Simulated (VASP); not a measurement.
# PbI2 (P-3m1) in VASP: a series of runs, part 2 of 2

VASP 6.6.1.

### Step 3. Electric field gradients, PBE (44.57 Å³/atom)

This run uses another cell than the first one, of 44.57 Å³/atom.

INCAR

```
PREC = Accurate
ENCUT = 400
EDIFF = 1E-8
ISMEAR = -1
SIGMA = 0.03
LREAL = False
LASPH = True
NELM = 120
ALGO = Normal
ISIF = 2
LWAVE = False
LCHARG = False
GGA = PE
LEFG = True
NBANDS = 21
GGA_COMPAT = False
```

KPOINTS

```
Automatic mesh
0
Gamma
  7 7 4
```

POSCAR

```
PbI2
1.0
    4.6254062546      0.0000000000      0.0000000000
   -2.3127031273      4.0057193193      0.0000000000
    0.0000000000      0.0000000000      7.2171821724
Pb I
1 2
Direct
    0.0000000000      0.0000000000      0.0000000000
    0.6666666667      0.3333333333      0.7406866529
    0.3333333333      0.6666666667      0.2593133471
```

Potentials or basis: VASP PAW PBE potentials, release 64 (Pb_d, I).

Started as:

```bash
$ cat potpaw_PBE.64/Pb_d/POTCAR potpaw_PBE.64/I/POTCAR > POTCAR
$ mpirun -np 1 vasp_std > vasp.out
```

OUTCAR:

```text
PREC = Accurate
   ENCUT = 400
   EDIFF = 1E-8
   ISMEAR = -1
   LREAL = False
   LASPH = True
   NELM = 120
   ISIF = 2
   GGA = PE

 ion  position               nearest neighbor table
   1  0.000  0.000  0.000-   2 3.26   3 3.26   3 3.26   2 3.26   2 3.26   3 3.26
   2  0.667  0.333  0.741-   1 3.26   1 3.26   1 3.26
   3  0.333  0.667  0.259-   1 3.26   1 3.26   1 3.26

  LATTYP: Found a hexagonal cell.
 ALAT       =     4.6254062546
 C/A-ratio  =     1.5603347631

  Lattice vectors:

 A1 = (   4.6254062546,   0.0000000000,   0.0000000000)
 A2 = (  -2.3127031273,   4.0057193193,   0.0000000000)
 A3 = (   0.0000000000,   0.0000000000,   7.2171821724)

Analysis of symmetry for initial positions (statically):
=====================================================================
 Subroutine PRICEL returns:
 Original cell was already a primitive cell.

 Routine SETGRP: Setting up the symmetry group for a
 hexagonal supercell.

 Subroutine GETGRP returns: Found 12 space group operations
 (whereof 12 operations were pure point group operations)
 out of a pool of 24 trial point group operations.

The static configuration has the point symmetry D_3d.

Analysis of symmetry for dynamics (positions and initial velocities):
=====================================================================
 Subroutine PRICEL returns:
 Original cell was already a primitive cell.

 Routine SETGRP: Setting up the symmetry group for a
 hexagonal supercell.

 Subroutine GETGRP returns: Found 12 space group operations
[... 164 lines left out ...]
      3     -14.0492      2.00000
      4     -14.0419      2.00000
      5     -14.0419      2.00000
      6      -9.9076      2.00000
[... 565 lines left out ...]
     20      10.0021      0.00000
     21      10.5127      0.00000

 [... further k-points ...]

------------------------ aborting loop because EDIFF is reached ----------------------------------------

  FORCE on cell =-STRESS in cart. coord.  units (eV):
  Direction    XX          YY          ZZ          XY          YZ          ZX
  --------------------------------------------------------------------------------------
  -------------------------------------------------------------------------------------
  Total        0.4031307      0.4031307      0.4041712      0.0000000     -0.0000000      0.0000000
  in kB        4.8301256      4.8301256      4.8425920      0.0000000     -0.0000000      0.0000000
  external PRESSURE =       4.8342811 kB  Pullay stress =       0.0000000 kB

 VOLUME and BASIS-vectors are now :
 -----------------------------------------------------------------------------
  energy-cutoff  :      400.00
  volume of cell :      133.72
      direct lattice vectors                 reciprocal lattice vectors
     4.625406255  0.000000000  0.000000000     0.216197226  0.124821526  0.000000000
    -2.312703127  4.005719319  0.000000000     0.000000000  0.249643053  0.000000000
     0.000000000  0.000000000  7.217182172     0.000000000  0.000000000  0.138558232

 POSITION                                       TOTAL-FORCE (eV/Angst)
 -----------------------------------------------------------------------------------
      0.00000      0.00000      0.00000         0.000000      0.000000      0.000000
      2.31270      1.33524      5.34567        -0.000000      0.000000      0.001565
     -0.00000      2.67048      1.87151         0.000000     -0.000000     -0.001565
 -----------------------------------------------------------------------------------
    total drift:                               -0.000000      0.000000     -0.000000

  FREE ENERGIE OF THE ION-ELECTRON SYSTEM (eV)
  ---------------------------------------------------
  free  energy   TOTEN  =        -8.6039743270 eV

  energy  without entropy=       -8.6039743270  energy(sigma->0) =       -8.60397433

 Electric field gradients (V/A^2)
---------------------------------------------------------------------
 ion       V_xx      V_yy      V_zz      V_xy      V_xz      V_yz
---------------------------------------------------------------------
   1      -8.310    -8.310    16.620    -0.001    -0.000     0.000
   2      -1.658    -1.659     3.317    -0.001     0.000    -0.000
   3      -1.658    -1.659     3.317    -0.001     0.000    -0.000
---------------------------------------------------------------------

 Electric field gradients after diagonalization (V/A^2)
 (convention: |V_zz| > |V_xx| > |V_yy|)
----------------------------------------------------------------------
 ion       V_xx      V_yy      V_zz     asymmetry (V_yy - V_xx)/ V_zz
----------------------------------------------------------------------
   1      -8.311    -8.309    16.620       0.000
   2      -1.659    -1.658     3.317       0.000
   3      -1.659    -1.658     3.317       0.000
----------------------------------------------------------------------

           NMR quadrupolar parameters

 Cq : quadrupolar parameter    Cq=e*Q*V_zz/h
 eta: asymmetry parameters     (V_yy - V_xx)/ V_zz
 Q  : nuclear electric quadrupole moment in mb (millibarn)
----------------------------------------------------------------------
 ion       Cq(MHz)       eta       Q (mb)
----------------------------------------------------------------------
   1       0.040       0.000       1.000
   2       0.008       0.000       1.000
   3       0.008       0.000       1.000
----------------------------------------------------------------------
```

OSZICAR:

```text
N       E                     dE             d eps       ncg     rms          rms(c)
DAV:   1     0.209385412793E+03    0.20939E+03   -0.10091E+04  1184   0.946E+02
DAV:   2     0.110044279117E+02   -0.19838E+03   -0.19066E+03  1294   0.263E+02
DAV:   3    -0.812333135008E+01   -0.19128E+02   -0.18914E+02  1513   0.924E+01
DAV:   4    -0.879654173283E+01   -0.67321E+00   -0.67261E+00  1583   0.217E+01
DAV:   5    -0.881372136589E+01   -0.17180E-01   -0.17178E-01  1587   0.279E+00    0.330E+00
DAV:   6    -0.860663602722E+01    0.20709E+00   -0.49885E-01  1524   0.436E+00    0.225E+00
DAV:   7    -0.860079284368E+01    0.58432E-02   -0.18618E-01  1534   0.196E+00    0.112E+00
DAV:   8    -0.860383529454E+01   -0.30425E-02   -0.23236E-02  1346   0.131E+00    0.203E-01
DAV:   9    -0.860379773053E+01    0.37564E-04   -0.34758E-03  1384   0.431E-01    0.926E-02
DAV:  10    -0.860394478982E+01   -0.14706E-03   -0.43000E-04  1381   0.146E-01    0.291E-02
DAV:  11    -0.860397503041E+01   -0.30241E-04   -0.69004E-05  1404   0.451E-02    0.154E-02
DAV:  12    -0.860397410932E+01    0.92109E-06   -0.10291E-05  1481   0.181E-02    0.561E-03
DAV:  13    -0.860397423847E+01   -0.12915E-06   -0.15161E-06  1326   0.569E-03    0.401E-03
DAV:  14    -0.860397427260E+01   -0.34130E-07   -0.14402E-07  1541   0.219E-03    0.807E-04
DAV:  15    -0.860397432470E+01   -0.52103E-07   -0.29654E-08  1308   0.850E-04    0.366E-04
DAV:  16    -0.860397432699E+01   -0.22892E-08   -0.17777E-09   978   0.247E-04
   1 F= -.86039743E+01 E0= -.86039743E+01  d E =-.101889E-10
```

Run time: 83 s. Hardware: 1 thread of AMD EPYC 7R43 (Zen 3), shared host; peak memory 0.18 GiB.

What came out:

- Free energy: -8.6040 eV
- Pressure: 0.5 GPa
- Band gap on the k mesh: 2.32 eV
- Largest electric field gradient by atom: Pb +16.6; I +3.3 V/Å²

Levels at points of the mesh, in eV from the valence-band top:
```
           k point  band 12  band 13  band 14  band 15  band 16  band 17
(0.00, 0.00, 0.00)    -0.73    -0.73    -0.60     2.54     3.40     3.40
(0.00, 0.00, 0.50)    -0.60    -0.60     0.00     2.32     3.27     3.27
```

Electric field gradients, principal values (V/Å²):
```csv
atom,least,middle,greatest (by size)
1 Pb,-8.309,-8.311,16.620
2 I,-1.658,-1.659,3.317
3 I,-1.658,-1.659,3.317
```

Caveat: without QUAD_EFG the Cq values of the log hold for a quadrupole moment of 1 mb, not for the nuclei; spin-orbit coupling is left out, which moves the levels of the heavy elements; an odd mesh through Γ misses points on the zone boundary, where band edges can lie; this functional lacks dispersion, which binds the layers, so the pressure and a relaxed spacing across them are unreliable.
